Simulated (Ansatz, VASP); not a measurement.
## One calculation of Sn, two programs

```
CELL_PARAMETERS angstrom
0.00000 3.27774 3.27774
3.27774 0.00000 3.27774
3.27774 3.27774 0.00000
ATOMIC_POSITIONS crystal
Sn 0.50000 0.50000 0.50000
Sn 0.75000 0.75000 0.75000
```

Change from the starting cell: volume scaled by 1.03, PAW files.

Alike in both runs: task electric field gradients; functional PBE; k mesh 9 × 9 × 9; occupations fermi-dirac, width 0.03 eV; no spin polarisation.

|  | VASP | Ansatz |
| --- | --- | --- |
| version | VASP 6.6.1 | Ansatz 0.2.0 |
| potentials or method | VASP PAW PBE potentials, release 64 (Sn_d) | PAW with Ansatz's default frozen-core files, scalar-relativistic |
| plane-wave cutoff (eV) | 520 | 420 |
| valence electrons in the cell | 28 | 28 |

```csv
,VASP,Ansatz,Ansatz less VASP
pressure (GPa),1.7,1.8,+0.05
```

The functional is the same, so the differences come from potentials, cutoffs and numerics.
